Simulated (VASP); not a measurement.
# Si2Ge3 (P1) in VASP: single point with PBE

Aim: the single point of Si2Ge3 with PBE.

Everything below comes from runs of VASP 6.6.1. Logs are shortened: lines on timing, memory, paths and dates and some standing lists are left out, and cuts for length are marked.

**1. The cell of the first run**

The typed cell holds 10 atoms: a = 4.892 Å, b = 4.934 Å, c = 10.050 Å, α = 91.87°, β = 92.38°, γ = 93.94°.

**2. Single point, PBE**

Input file INCAR:

```
SYSTEM = Si2Ge3
ALGO = Normal ; EDIFF = 1E-6
ENCUT = 500 ; GGA = PE
GGA_COMPAT = .False. ; ISIF = 2
ISMEAR = 0 ; LASPH = .True.
LCHARG = .False. ; LREAL = .False.
LWAVE = .False. ; NBANDS = 61
NELM = 120 ; PREC = Accurate
SIGMA = 0.1
```

Input file KPOINTS:

```
k-points
0
Gamma
  4 4 2
  0 0 0
```

Input file POSCAR:

```
Si2Ge3
1.0
    4.8922676291      0.0000000000      0.0000000000
   -0.3388527816      4.9220409418      0.0000000000
   -0.4169230602     -0.3567353896     10.0354081439
Si Ge
4 6
Direct
    0.7795750125      0.3430141517      0.9041154843
    0.0556799061      0.6911597000      0.4570289555
    0.5545621312      0.9199412574      0.7735076011
    0.5041666383      0.0930056276      0.2814251601
    0.9597487391      0.8131477445      0.9958893618
    0.0591629944      0.1959276248      0.5140581363
    0.5427628017      0.9064454233      0.5175674189
    0.4886900312      0.0238316866      0.0323519947
    0.0652206132      0.0617314776      0.7651804405
    0.9904311324      0.9517953065      0.2588754468
```

Potentials or basis: VASP PAW PBE potentials, release 64 (Si, Ge_d).

On the command line:

```console
cat potpaw_PBE.64/Si/POTCAR potpaw_PBE.64/Ge_d/POTCAR > POTCAR
mpirun -np 1 vasp_std > vasp.out
```

OUTCAR:

```text
SYSTEM = Si2Ge3
   EDIFF = 1E-6
   ENCUT = 500
   GGA = PE
   ISIF = 2
   ISMEAR = 0
   LASPH = .True.
   LREAL = .False.
   NELM = 120
   PREC = Accurate

 ion  position               nearest neighbor table
   1  0.780  0.343  0.904-   9 2.48   8 2.48   5 2.55   3 2.58   5 2.98
   2  0.056  0.691  0.457-  10 2.43   6 2.53   6 2.54   7 2.58   7 2.87
   3  0.555  0.920  0.774-   9 2.54   9 2.55   7 2.57   1 2.58   8 2.67   5 3.01
   4  0.504  0.093  0.281-   8 2.51  10 2.54  10 2.56   7 2.58
   5  0.960  0.813  0.996-   1 2.55   8 2.63  10 2.70   9 2.71   8 2.73   1 2.98   3 3.01
   6  0.059  0.196  0.514-   2 2.53   2 2.54   9 2.63  10 2.80   7 2.82   7 2.85
   7  0.543  0.906  0.518-   3 2.57   4 2.58   2 2.58   6 2.82   6 2.85   2 2.87
   8  0.489  0.024  0.032-   1 2.48   4 2.51   5 2.63   3 2.67   5 2.73
   9  0.065  0.062  0.765-   1 2.48   3 2.54   3 2.55   6 2.63   5 2.71
  10  0.990  0.952  0.259-   2 2.43   4 2.54   4 2.56   5 2.70   6 2.80

  LATTYP: Found a triclinic cell.
 ALAT       =     4.8922676291
 B/A-ratio  =     2.3218029101
 C/A-ratio  =     1.0084671387
 COS(alpha) =     0.0007702874
 COS(beta)  =     0.0686813933
 COS(gamma) =     0.4674043673

  Lattice vectors:

 A1 = (  -4.8922676291,   0.0000000000,   0.0000000000)
 A2 = (  -5.3091906893,  -0.3567353896,  10.0354081439)
 A3 = (  -0.3388527816,   4.9220409418,   0.0000000000)

Analysis of symmetry for initial positions (statically):
=====================================================================
 Subroutine PRICEL returns:
 Original cell was already a primitive cell.

 Routine SETGRP: Setting up the symmetry group for a
 triclinic supercell.

 Subroutine GETGRP returns: Found  1 space group operations
 (whereof  1 operations were pure point group operations)
 out of a pool of  2 trial point group operations.

The static configuration has the point symmetry C_1 .

Analysis of symmetry for dynamics (positions and initial velocities):
=====================================================================
 Subroutine PRICEL returns:
 Original cell was already a primitive cell.

 Routine SETGRP: Setting up the symmetry group for a
 triclinic supercell.

 Subroutine GETGRP returns: Found  1 space group operations
 (whereof  1 operations were pure point group operations)
 out of a pool of  2 trial point group operations.

The dynamic configuration has the point symmetry C_1 .

 Subroutine INISYM returns: Found  1 space group operations
 (whereof  1 operations are pure point group operations),
 and found     1 'primitive' translations

----------------------------------------------------------------------------------------

                                     Primitive cell

  volume of cell :     241.6520

  direct lattice vectors                    reciprocal lattice vectors
     4.892267629  0.000000000  0.000000000     0.204404190  0.014071994  0.008992240
    -0.338852782  4.922040942  0.000000000     0.000000000  0.203167753  0.007222141
    -0.416923060 -0.356735390 10.035408144     0.000000000  0.000000000  0.099647168

  length of vectors
     4.892267629  4.933691138 10.050398081     0.205085236  0.203296078  0.099647168

  position of ions in fractional coordinates (direct lattice)
     0.779575012  0.343014152  0.904115484
     0.055679906  0.691159700  0.457028956
     0.554562131  0.919941257  0.773507601
     0.504166638  0.093005628  0.281425160
     0.959748739  0.813147745  0.995889362
     0.059162994  0.195927625  0.514058136
     0.542762802  0.906445423  0.517567419
     0.488690031  0.023831687  0.032351995
     0.065220613  0.061731478  0.765180441
     0.990431132  0.951795307  0.258875447

  ion indices of the primitive-cell ions
   primitive index   ion index
                 1           1
                 2           2
                 3           3
                 4           4
                 5           5
                 6           6
                 7           7
                 8           8
                 9           9
                10          10

----------------------------------------------------------------------------------------

 KPOINTS: k-points

Automatic generation of k-mesh.
 Grid dimensions read from file:
 generate k-points for:    4    4    2

 Generating k-lattice:

  Cartesian coordinates                     Fractional coordinates (reciprocal lattice)
     0.051101047  0.003517998  0.002248060     0.250000000  0.000000000  0.000000000
     0.000000000  0.050791938  0.001805535     0.000000000  0.250000000  0.000000000
     0.000000000  0.000000000  0.049823584     0.000000000  0.000000000  0.500000000

  Length of vectors
     0.051271309  0.050824019  0.049823584

  Shift w.r.t. Gamma in fractional coordinates (k-lattice)
     0.000000000  0.000000000  0.000000000

 Subroutine IBZKPT returns following result:
 ===========================================

 Found     20 irreducible k-points:

 Following reciprocal coordinates:
            Coordinates               Weight
  0.000000  0.000000  0.000000      1.000000
  0.250000  0.000000 -0.000000      2.000000
  0.500000  0.000000 -0.000000      1.000000
  0.000000  0.250000 -0.000000      2.000000
  0.250000  0.250000 -0.000000      2.000000
  0.500000  0.250000 -0.000000      2.000000
[... 12 lines left out ...]
  0.250000  0.500000  0.500000      2.000000
  0.500000  0.500000  0.500000      1.000000
   k-points           NKPTS =     20   k-points in BZ     NKDIM =     20   number of bands    NBANDS=     61
   number of dos      NEDOS =    301   number of ions     NIONS =     10
   total plane-waves  NPLWV = 103680
   dimension x,y,z NGX =    36 NGY =   36 NGZ =   80
   dimension x,y,z NGXF=    72 NGYF=   72 NGZF=  160
   ions per type =               4   6
   NGX,Y,Z   is equivalent  to a cutoff of  12.23, 12.13, 13.23 a.u.
   NGXF,Y,Z  is equivalent  to a cutoff of  24.47, 24.26, 26.47 a.u.
 SYSTEM =  Si2Ge3
   PREC   = accura    normal or accurate (medium, high low for compatibility)
   ISTART =      0    job   : 0-new  1-cont  2-samecut
   ICHARG =      2    charge: 1-file 2-atom 10-const
   ISPIN  =      1    spin polarized calculation?
   LNONCOLLINEAR =      F non collinear calculations
   LSORBIT =      F    spin-orbit coupling
   LASPH  =      T    aspherical Exc in radial PAW
   ENCUT  =  500.0 eV  36.75 Ry    6.06 a.u.   8.92  9.00 18.32*2*pi/ulx,y,z
   NELM   =    120;   NELMIN=  2; NELMDL= -5     # of ELM steps
   EDIFF  = 0.1E-05   stopping-criterion for ELM
   LREAL  =      F    real-space projection
   EDIFFG = 0.1E-04   stopping-criterion for IOM
   NSW    =      0    number of steps for IOM
   IBRION =     -1    ionic relax: 0-MD 1-quasi-New 2-CG
   NFREE  =      0    steps in history (QN), initial steepest desc. (CG)
   ISIF   =      2    stress and relaxation
   ISYM   =      2    0-nonsym 1-usesym 2-fastsym
   POTIM  = 0.5000    time-step for ionic-motion
   TEBEG  =    0.0;   TEEND  =   0.0 temperature during run
   PSTRESS=    0.0 pullay stress
   NELECT =     100.0000    total number of electrons
   NUPDOWN=      -1.0000    fix difference up-down
   EMIN   =  10.00;   EMAX   =-10.00  energy-range for DOS
   EFERMI =   0.00;   METHOD = LEGACY
   ISMEAR =     0;   SIGMA  =   0.10  broadening in eV -4-tet -1-fermi 0-gaus
   EFERMI_NEDOS =   21; number of points for ismear=-14 and -15
   IALGO  =     38    algorithm
   IMIX   =      4    mixing-type and parameters
     AMIX     =   0.40;   BMIX     =  1.00
     AMIX_MAG =   1.60;   BMIX_MAG =  1.00
  volume/ion in A,a.u.               =      24.17       163.07
  Fermi-wavevector in a.u.,A,eV,Ry     =   1.219957  2.305385 20.249498  1.488296
  Thomas-Fermi vector in A             =   2.355192
   LORBIT       =      0    0 simple, 1 ext, 2 COOP (PROOUT), +10 PAW based schemes
   GGA     = PE    functional components
   LHFCALC =     F    Hartree Fock is set to
   AEXX    =    0.0000 exact exchange contribution
   IVDW    =     0    specifies the selected vdW correction
   LEPSILON=     F    determine dielectric tensor
   LRPA    =     F    only Hartree local field effects (RPA)
 non-spin polarized calculation
 Gauss-broadening in eV      SIGMA  =   0.10
  energy-cutoff  :      500.00
  volume of cell :      241.65
 maximum number of plane-waves:      6163
   NGX = 17   NGY = 17   NGZ = 37

 number of electron     100.0000004 magnetization

 Free energy of the ion-electron system (eV)
  ---------------------------------------------------
  ext. energy  EPLUGINS =         0.00000000
  ---------------------------------------------------
  free energy    TOTEN  =       -43.12487755 eV

  energy without entropy =      -43.10365358  energy(sigma->0) =      -43.11426557

 E-fermi :   4.1167     XC(G=0):  -9.2367

 val. band max:        4.1059386317   @ k =  -0.2500   0.2500   0.0000
 cond. band min:       4.1528089069   @ k =   0.0000   0.5000   0.5000
 fundamental gap:      0.0468702752
 Fermi energy:         4.1167232948

 k-point     1 :       0.0000    0.0000    0.0000
  band No.  band energies     occupation
      1     -20.4925      2.00000
      2     -20.4630      2.00000
      3     -20.4579      2.00000
      4     -20.4527      2.00000
      5     -20.4383      2.00000
      6     -20.4338      2.00000
[... 53 lines left out ...]
     60       7.4194      0.00000
     61       7.8998      0.00000

 k-point     2 :       0.2500    0.0000   -0.0000
  band No.  band energies     occupation
      1     -20.4928      2.00000
      2     -20.4653      2.00000
      3     -20.4585      2.00000
      4     -20.4548      2.00000
      5     -20.4434      2.00000
      6     -20.4391      2.00000
[... 1141 lines left out ...]
     60       7.9508      0.00000
     61       8.3951      0.00000

 k-point    20 :       0.5000    0.5000    0.5000
  band No.  band energies     occupation
      1     -20.4900      2.00000
      2     -20.4714      2.00000
      3     -20.4628      2.00000
      4     -20.4537      2.00000
      5     -20.4485      2.00000
      6     -20.4389      2.00000
[... 53 lines left out ...]
     60       8.2205      0.00000
     61       8.8077      0.00000

------------------------ aborting loop because EDIFF is reached ----------------------------------------

  FORCE on cell =-STRESS in cart. coord.  units (eV):
  Direction    XX          YY          ZZ          XY          YZ          ZX
  --------------------------------------------------------------------------------------
  -------------------------------------------------------------------------------------
  Total        0.0342169     -0.3936461     -1.1028771      0.7304799      0.5941498     -0.2846735
  in kB        0.2268614     -2.6099130     -7.3121858      4.8431551      3.9392731     -1.8874141
  external PRESSURE =      -3.2317458 kB  Pullay stress =       0.0000000 kB

 VOLUME and BASIS-vectors are now :
 -----------------------------------------------------------------------------
  energy-cutoff  :      500.00
  volume of cell :      241.65
      direct lattice vectors                 reciprocal lattice vectors
     4.892267629  0.000000000  0.000000000     0.204404190  0.014071994  0.008992240
    -0.338852782  4.922040942  0.000000000     0.000000000  0.203167753  0.007222141
    -0.416923060 -0.356735390 10.035408144     0.000000000  0.000000000  0.099647168

 POSITION                                       TOTAL-FORCE (eV/Angst)
 -----------------------------------------------------------------------------------
      3.32071      1.36580      9.07317        -0.075022      0.036264     -0.104256
     -0.15235      3.23888      4.58647        -0.221721     -0.207269      0.136093
      2.07885      4.25205      7.76246         0.081995     -0.129473      0.041316
      2.31767      0.35738      2.82422        -0.017285     -0.112584      0.100382
      4.00460      3.64708      9.99416        -0.046796      0.149323     -0.089720
      0.00873      0.78098      5.15878         0.049902      0.263039     -0.002542
      2.13240      4.27693      5.19400         0.058126     -0.172604     -0.123244
      2.36924      0.10576      0.32467         0.141109      0.121239     -0.065383
     -0.02086      0.03088      7.67890        -0.054781      0.025511      0.232415
      4.41500      4.59243      2.59792         0.084474      0.026554     -0.125061
 -----------------------------------------------------------------------------------
    total drift:                                0.002323     -0.000536      0.002771

  FREE ENERGIE OF THE ION-ELECTRON SYSTEM (eV)
  ---------------------------------------------------
  free  energy   TOTEN  =       -43.1248775542 eV

  energy  without entropy=      -43.1036535823  energy(sigma->0) =      -43.11426557
```

Wall time 9.5 min (1 thread of Intel Xeon 8259CL, shared host); peak memory 0.43 GiB.

What came out:

| Quantity | Value |
| --- | --- |
| Free energy | -43.1249 eV |
| Pressure | -0.3 GPa |
| Largest force | 0.333 eV/Å |
| Band gap on the k mesh | zero (bands 50 and 51 overlap by 1.29 eV) |

Forces on the atoms (eV/Å):
```
Si  -0.075  0.036 -0.104
Si  -0.222 -0.207  0.136
Si   0.082 -0.129  0.041
Si  -0.017 -0.113  0.100
Ge  -0.047  0.149 -0.090
Ge   0.050  0.263 -0.003
Ge   0.058 -0.173 -0.123
Ge   0.141  0.121 -0.065
Ge  -0.055  0.026  0.232
Ge   0.084  0.027 -0.125
```

Stress tensor (GPa, compression positive):
```
 0.02  0.48 -0.19
 0.48 -0.26  0.39
-0.19  0.39 -0.73
```

Levels at points of the mesh, in eV from the Fermi level:
```tsv
k point	band 47	band 48	band 49	band 50	band 51	band 52	band 53	band 54
(0.00, 0.00, 0.00)	-1.29	-0.75	-0.54	-0.11	0.45	1.01	1.16	1.37
(0.50, 0.00, 0.00)	-1.15	-0.76	0.08	0.27	0.99	1.26	1.57	1.64
(0.00, 0.50, 0.00)	-1.06	-0.88	-0.54	-0.27	-0.05	0.30	0.95	1.29
(0.50, 0.50, 0.00)	-0.76	0.22	0.68	1.09	1.86	2.14	2.29	2.42
(0.00, 0.00, 0.50)	-1.82	-1.56	-1.04	-0.81	0.25	0.37	1.23	1.34
(0.50, 0.00, 0.50)	-1.20	-1.04	-0.62	-0.02	0.07	0.67	0.95	1.24
(0.00, 0.50, 0.50)	-1.59	-1.54	-1.29	-0.51	0.04	0.61	0.98	1.48
(0.50, 0.50, 0.50)	-1.18	-0.61	-0.23	-0.06	1.95	2.01	2.16	2.30
```

The gap in the log of VASP goes by the Fermi energy; the results here count the filled bands.